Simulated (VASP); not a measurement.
# MgI2 (P-3m1) in VASP: a series of runs, part 3 of 3

VASP 6.6.1. The steps go on from the part before.

### Step 7. Single point, r2SCAN

This run uses another cell than the first one, of 34.04 Å³/atom, 0.980 times its volume.

POSCAR reads:

```
MgI2
1.0
    4.1400000000      0.0000000000      0.0000000000
   -2.0700000000      3.5853451717      0.0000000000
    0.0000000000      0.0000000000      6.8800000000
I Mg
2 1
Direct
    0.6666666667      0.3333333333      0.7500000000
    0.3333333333      0.6666666667      0.2500000000
    0.0000000000      0.0000000000      0.0000000000
```

INCAR.step1 reads:

```
PREC     = Accurate       # precision mode
ENCUT    = 520            # plane-wave cutoff, eV
ISMEAR   = 0              # smearing method
SIGMA    = 0.01           # smearing width, eV
LREAL    = F              # projectors in reciprocal space
LASPH    = T              # aspherical terms in the spheres
NELM     = 80             # most SCF steps
NBANDS   = 15             # bands
GGA      = PE             # functional
ALGO     = Normal         # electronic algorithm
EDIFF    = 1E-4           # SCF threshold, eV
LWAVE    = T              # write WAVECAR
LCHARG   = F              # write CHGCAR
```

INCAR.step2 reads:

```
PREC     = Accurate       # precision mode
ENCUT    = 520            # plane-wave cutoff, eV
EDIFF    = 1E-6           # SCF threshold, eV
ISMEAR   = 0              # smearing method
SIGMA    = 0.01           # smearing width, eV
LREAL    = F              # projectors in reciprocal space
LASPH    = T              # aspherical terms in the spheres
NELM     = 80             # most SCF steps
ALGO     = Normal         # electronic algorithm
ISIF     = 2              # what is computed and relaxed
LWAVE    = F              # write WAVECAR
LCHARG   = F              # write CHGCAR
METAGGA  = R2SCAN         # meta-GGA
LMIXTAU  = T            
NBANDS   = 15             # bands
ISTART   = 1
```

KPOINTS reads:

```
Automatic mesh
0
Gamma
  12 12 4
```

Potentials or basis: VASP PAW PBE potentials, release 64 (I, Mg).

The run is started by

```sh
> cat potpaw_PBE.64/I/POTCAR potpaw_PBE.64/Mg/POTCAR > POTCAR
> cp INCAR.step1 INCAR
> mpirun -np 1 vasp_std > vasp.out
> cp INCAR.step2 INCAR
> mpirun -np 1 vasp_std > vasp.out
```

OUTCAR:

```text
PREC = Accurate
   ENCUT = 520
   EDIFF = 1E-6
   ISMEAR = 0
   LREAL = F
   LASPH = T
   NELM = 80
   ISIF = 2
   METAGGA = R2SCAN
   ISTART = 1

 ion  position               nearest neighbor table
   1  0.667  0.333  0.750-   3 2.94   3 2.94   3 2.94
   2  0.333  0.667  0.250-   3 2.94   3 2.94   3 2.94
   3  0.000  0.000  0.000-   1 2.94   2 2.94   1 2.94   2 2.94   1 2.94   2 2.94

  LATTYP: Found a hexagonal cell.
 ALAT       =     4.1400000000
 C/A-ratio  =     1.6618357488

  Lattice vectors:

 A1 = (   4.1400000000,   0.0000000000,   0.0000000000)
 A2 = (  -2.0700000000,   3.5853451717,   0.0000000000)
 A3 = (   0.0000000000,   0.0000000000,   6.8800000000)

Analysis of symmetry for initial positions (statically):
=====================================================================
 Subroutine PRICEL returns:
 Original cell was already a primitive cell.

 Routine SETGRP: Setting up the symmetry group for a
 hexagonal supercell.

 Subroutine GETGRP returns: Found 12 space group operations
 (whereof 12 operations were pure point group operations)
 out of a pool of 24 trial point group operations.

The static configuration has the point symmetry D_3d.

Analysis of symmetry for dynamics (positions and initial velocities):
=====================================================================
 Subroutine PRICEL returns:
 Original cell was already a primitive cell.

 Routine SETGRP: Setting up the symmetry group for a
 hexagonal supercell.

 Subroutine GETGRP returns: Found 12 space group operations
 (whereof 12 operations were pure point group operations)
 out of a pool of 24 trial point group operations.

The dynamic configuration has the point symmetry D_3d.

 Subroutine INISYM returns: Found 12 space group operations
 (whereof 12 operations are pure point group operations),
 and found     1 'primitive' translations

----------------------------------------------------------------------------------------

                                     Primitive cell

  volume of cell :     102.1221

  direct lattice vectors                    reciprocal lattice vectors
     4.140000000  0.000000000  0.000000000     0.241545894  0.139456587  0.000000000
    -2.070000000  3.585345172  0.000000000     0.000000000  0.278913174  0.000000000
     0.000000000  0.000000000  6.880000000     0.000000000  0.000000000  0.145348837

  length of vectors
     4.140000000  4.140000000  6.880000000     0.278913174  0.278913174  0.145348837

  position of ions in fractional coordinates (direct lattice)
     0.666666667  0.333333333  0.750000000
     0.333333333  0.666666667  0.250000000
     0.000000000  0.000000000  0.000000000

  ion indices of the primitive-cell ions
   primitive index   ion index
                 1           1
                 2           2
                 3           3

----------------------------------------------------------------------------------------

 KPOINTS: Automatic mesh

Automatic generation of k-mesh.
[... 23 lines left out ...]
  0.000000  0.000000  0.000000      1.000000
  0.083333 -0.000000  0.000000      6.000000
  0.166667 -0.000000  0.000000      6.000000
  0.250000  0.000000  0.000000      6.000000
  0.333333  0.000000  0.000000      6.000000
  0.416667  0.000000  0.000000      6.000000
[... 16 lines left out ...]
  0.166667 -0.000000  0.250000      6.000000
  0.000000  0.166667  0.250000      6.000000
 [... further k-points ...]
   k-points           NKPTS =     69   k-points in BZ     NKDIM =     69   number of bands    NBANDS=     15
   number of dos      NEDOS =    301   number of ions     NIONS =      3
   total plane-waves  NPLWV =  55296
   dimension x,y,z NGX =    32 NGY =   32 NGZ =   54
   dimension x,y,z NGXF=    64 NGYF=   64 NGZF=  108
   ions per type =               2   1
   NGX,Y,Z   is equivalent  to a cutoff of  12.85, 12.85, 13.05 a.u.
   NGXF,Y,Z  is equivalent  to a cutoff of  25.70, 25.70, 26.10 a.u.
 SYSTEM =  unknown system
   PREC   = accura    normal or accurate (medium, high low for compatibility)
   ISTART =      1    job   : 0-new  1-cont  2-samecut
   ICHARG =      0    charge: 1-file 2-atom 10-const
   ISPIN  =      1    spin polarized calculation?
   LNONCOLLINEAR =      F non collinear calculations
   LSORBIT =      F    spin-orbit coupling
   LASPH  =      T    aspherical Exc in radial PAW
   ENCUT  =  520.0 eV  38.22 Ry    6.18 a.u.   7.70  7.70 12.79*2*pi/ulx,y,z
   NELM   =     80;   NELMIN=  2; NELMDL=  0     # of ELM steps
   EDIFF  = 0.1E-05   stopping-criterion for ELM
   LREAL  =      F    real-space projection
   EDIFFG = 0.1E-04   stopping-criterion for IOM
   NSW    =      0    number of steps for IOM
   IBRION =     -1    ionic relax: 0-MD 1-quasi-New 2-CG
   NFREE  =      0    steps in history (QN), initial steepest desc. (CG)
   ISIF   =      2    stress and relaxation
   ISYM   =      2    0-nonsym 1-usesym 2-fastsym
   POTIM  = 0.5000    time-step for ionic-motion
   TEBEG  =    0.0;   TEEND  =   0.0 temperature during run
   PSTRESS=    0.0 pullay stress
   NELECT =      16.0000    total number of electrons
   NUPDOWN=      -1.0000    fix difference up-down
   EMIN   =  10.00;   EMAX   =-10.00  energy-range for DOS
   EFERMI =   0.00;   METHOD = LEGACY
   ISMEAR =     0;   SIGMA  =   0.01  broadening in eV -4-tet -1-fermi 0-gaus
   EFERMI_NEDOS =   21; number of points for ismear=-14 and -15
   IALGO  =     38    algorithm
   IMIX   =      4    mixing-type and parameters
     AMIX     =   0.40;   BMIX     =  1.00
     AMIX_MAG =   1.60;   BMIX_MAG =  1.00
  volume/ion in A,a.u.               =      34.04       229.72
  Fermi-wavevector in a.u.,A,eV,Ry     =   0.882555  1.667786 10.597613  0.778903
  Thomas-Fermi vector in A             =   2.003202
   LORBIT       =      0    0 simple, 1 ext, 2 COOP (PROOUT), +10 PAW based schemes
   METAGGA = R2SCAN    functional components
   LHFCALC =     F    Hartree Fock is set to
   AEXX    =    0.0000 exact exchange contribution
   IVDW    =     0    specifies the selected vdW correction
   LEPSILON=     F    determine dielectric tensor
   LRPA    =     F    only Hartree local field effects (RPA)
 non-spin polarized calculation
 Gauss-broadening in eV      SIGMA  =   0.01
  energy-cutoff  :      520.00
  volume of cell :      102.12
 maximum number of plane-waves:      2780
 NGX is ok and might be reduce to    32
   NGX = 15   NGY = 15   NGZ = 25

 number of electron      16.0000002 magnetization

 Free energy of the ion-electron system (eV)
  ---------------------------------------------------
  ext. energy  EPLUGINS =         0.00000000
  ---------------------------------------------------
  free energy    TOTEN  =       -56.90551921 eV

  energy without entropy =      -56.90551921  energy(sigma->0) =      -56.90551921

 E-fermi :   2.1378     XC(G=0):  -8.6157

 val. band max:        2.0623700131   @ k =   0.0000   0.0000   0.0000
 cond. band min:       6.1490277259   @ k =   0.5000   0.0000   0.2500
 fundamental gap:      4.0866577129
 Fermi energy:         2.1378258468

 k-point     1 :       0.0000    0.0000    0.0000
  band No.  band energies     occupation
      1     -10.3412      2.00000
      2      -9.6202      2.00000
      3      -1.5549      2.00000
      4       1.6795      2.00000
      5       1.6795      2.00000
      6       2.0449      2.00000
      7       2.0624      2.00000
      8       2.0624      2.00000
      9       6.4995      0.00000
     10       7.5815      0.00000
     11       9.4703      0.00000
     12       9.4703      0.00000
     13      10.1103      0.00000
     14      10.9241      0.00000
[... 401 lines left out ...]
      2      -9.6311      2.00000
      3      -1.0673      2.00000
      4       0.8346      2.00000
      5       0.8976      2.00000
      6       1.4438      2.00000
      7       1.6550      2.00000
      8       1.9007      2.00000
      9       7.2683      0.00000
     10       8.4661      0.00000
     11       9.2950      0.00000
     12       9.6865      0.00000
     13       9.9536      0.00000
     14      10.3609      0.00000
     15      11.0610      0.00000

 [... further k-points ...]
[... 5 lines left out ...]
  --------------------------------------------------------------------------------------
  -------------------------------------------------------------------------------------
  Total        0.1841395      0.1841395     -0.3161235     -0.0000000      0.0000000     -0.0000000
  in kB        2.8889350      2.8889350     -4.9596111     -0.0000000      0.0000000     -0.0000000
  external PRESSURE =       0.2727530 kB  Pullay stress =       0.0000000 kB

 VOLUME and BASIS-vectors are now :
 -----------------------------------------------------------------------------
  energy-cutoff  :      520.00
  volume of cell :      102.12
      direct lattice vectors                 reciprocal lattice vectors
     4.140000000  0.000000000  0.000000000     0.241545894  0.139456587  0.000000000
    -2.070000000  3.585345172  0.000000000     0.000000000  0.278913174  0.000000000
     0.000000000  0.000000000  6.880000000     0.000000000  0.000000000  0.145348837

 POSITION                                       TOTAL-FORCE (eV/Angst)
 -----------------------------------------------------------------------------------
      2.07000      1.19512      5.16000        -0.000000      0.000000      0.317250
     -0.00000      2.39023      1.72000        -0.000000     -0.000000     -0.317250
      0.00000      0.00000      0.00000         0.000000      0.000000      0.000000
 -----------------------------------------------------------------------------------
    total drift:                                0.000000     -0.000000      0.000000

  FREE ENERGIE OF THE ION-ELECTRON SYSTEM (eV)
  ---------------------------------------------------
  free  energy   TOTEN  =       -56.9055192100 eV

  energy  without entropy=      -56.9055192100  energy(sigma->0) =      -56.90551921
```

It took 3.5 min on 1 thread of Intel Xeon Platinum 8488C (Sapphire Rapids), shared host; peak memory 0.31 GiB.

Results:

```yaml
Free_energy: -56.9055 eV
Pressure: 0.0 GPa
Largest_force: 0.317 eV/Å
Band_gap_on_the_k_mesh: 4.09 eV, indirect (least direct gap 4.44 eV)
```

Forces on the atoms (eV/Å):
```
I    0.000  0.000  0.317
I    0.000  0.000 -0.317
Mg   0.000  0.000  0.000
```

Caveat: the PAW data sets were made with another functional, which shifts forces and pressure a little; spin-orbit coupling is left out, which moves the levels of the heavy elements. A k mesh can miss the band edges.

### Step 8. The runs side by side

```csv
task,level,potentials or basis,cell,k mesh,cutoff (eV),smearing,gap on the mesh (eV),pressure (GPa),relaxed volume (Å³/atom),largest force (eV/Å)
single point,PBEsol,"VASP PAW PBE potentials, release 64 (I, Mg)","a = 4.167, b = 4.167, c = 6.926 Å, angles 90.0, 90.0, 120.0°, 3 atoms",8 × 8 × 4,520,fermi-dirac 0.05 eV,3.40,-1.4,-,0.38
relaxation of cell and atoms,revPBE,"VASP PAW PBE potentials, release 64 (I, Mg)","relaxed from a = 4.140, b = 4.140, c = 6.880 Å, angles 90.0, 90.0, 120.0°, 3 atoms",8 × 8 × 4,600,fermi-dirac 0.05 eV,3.73,0.0,47.94,0.01
relaxation of cell and atoms,BLYP,"VASP PAW PBE potentials, release 64 (I, Mg)","relaxed from a = 4.140, b = 4.140, c = 6.880 Å, angles 90.0, 90.0, 120.0°, 3 atoms",8 × 8 × 4,600,fermi-dirac 0.05 eV,3.61,0.0,50.00,0.01
single point,LDA,"VASP PAW LDA potentials, release 64 (I, Mg)","a = 4.140, b = 4.140, c = 6.880 Å, angles 90.0, 90.0, 120.0°, 3 atoms",12 × 12 × 4,520,gaussian 0.01 eV,3.31,-2.1,-,0.39
single point,PBEsol,"VASP PAW PBE potentials, release 64 (I, Mg)","a = 4.140, b = 4.140, c = 6.880 Å, angles 90.0, 90.0, 120.0°, 3 atoms",12 × 12 × 4,520,gaussian 0.01 eV,3.42,-0.9,-,0.30
single point,r2SCAN,"VASP PAW PBE potentials, release 64 (I, Mg)","a = 4.140, b = 4.140, c = 6.880 Å, angles 90.0, 90.0, 120.0°, 3 atoms",12 × 12 × 4,520,gaussian 0.01 eV,4.09,0.0,-,0.32
```

Alike in all rows: no spin polarisation.

Caveats: spin-orbit coupling is left out, which moves the levels of the heavy elements; the PAW data sets were made with another functional, which shifts forces and pressure a little (some runs); this functional lacks dispersion, which binds the layers, so the pressure and a relaxed spacing across them are unreliable (some runs); the volume moved by over 15 % at a fixed basis, so the end points are rough (some runs); the volume moved by +41 % from the deposited cell, more than functionals usually miss (some runs); the volume moved by +47 % from the deposited cell, more than functionals usually miss (some runs).

Absolute energies hang on the potentials; compare differences alone.
